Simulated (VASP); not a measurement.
Write the native input for VASP 6.6.1 that does the following.

```yaml
Task: single point
Functional: r2SCAN
Dispersion: D3(BJ)
Potentials_or_basis: VASP PAW PBE potentials, release 64 (P)
Cutoff: 520 eV
k_mesh: 9 × 9 × 9
Occupations: gaussian, width 0.1 eV
Spin: no spin polarisation
Dipole_correction: no
Further_INCAR_settings: ALGO = Normal; EDIFF = 1e-06; NBANDS = 12
```

P:

```
P
1.0
     1.68870    0.97497    2.75916
    -1.68870    0.97497    2.75916
     0.00000   -1.94994    2.75916
P
2
Direct
  0.23947 0.23947 0.23947
  0.76053 0.76053 0.76053
```

These files were run (other wordings do the same):

POSCAR

```
P
1.0
    1.6887010211      0.9749719891      2.7591599089
   -1.6887010211      0.9749719891      2.7591599089
    0.0000000000     -1.9499439782      2.7591599089
P
2
Direct
    0.2394736302      0.2394736302      0.2394736302
    0.7605263698      0.7605263698      0.7605263698
```

INCAR.step1

```
SYSTEM = P
PREC = Accurate
ENCUT = 520
ISMEAR = 0
SIGMA = 0.1
LREAL = .FALSE.
LASPH = .TRUE.
NELM = 100
NBANDS = 12
GGA = PE
ALGO = Normal
EDIFF = 1E-4
LWAVE = .TRUE.
LCHARG = .FALSE.
```

INCAR.step2

```
SYSTEM = P
PREC = Accurate
ENCUT = 520
EDIFF = 1E-6
ISMEAR = 0
SIGMA = 0.1
LREAL = .FALSE.
LASPH = .TRUE.
NELM = 100
ALGO = Normal
ISIF = 2
LWAVE = .FALSE.
LCHARG = .TRUE.
METAGGA = R2SCAN
LMIXTAU = .TRUE.
IVDW = 12
VDW_S6 = 1.0
VDW_S8 = 0.78981345
VDW_A1 = 0.49484001
VDW_A2 = 5.73083694
LELF = .TRUE.
LVHAR = .TRUE.
NBANDS = 12
ISTART = 1
```

KPOINTS

```
regular mesh
0
G
  9 9 9
  0 0 0
```

Potentials or basis: VASP PAW PBE potentials, release 64 (P).

Launch:

```bash
$ cat potpaw_PBE.64/P/POTCAR > POTCAR
$ cp INCAR.step1 INCAR
$ mpirun -np 1 vasp_std > vasp.out
$ cp INCAR.step2 INCAR
$ mpirun -np 1 vasp_std > vasp.out
```

Results of the run:

```yaml
Pressure: 6.7 GPa
Largest_force: 0.061 eV/Å
Band_gap_on_the_k_mesh: zero (bands 5 and 6 overlap by 2.43 eV)
Dispersion_energy_per_atom: -0.243 eV
```

Caveat: the cell stands under pressure; the PAW data sets were made with another functional, which shifts forces and pressure a little.

It took 92 s on 1 thread of Intel(R) Xeon(R) 6975P-C (Granite Rapids), on a shared host, peak memory 0.18 GiB.
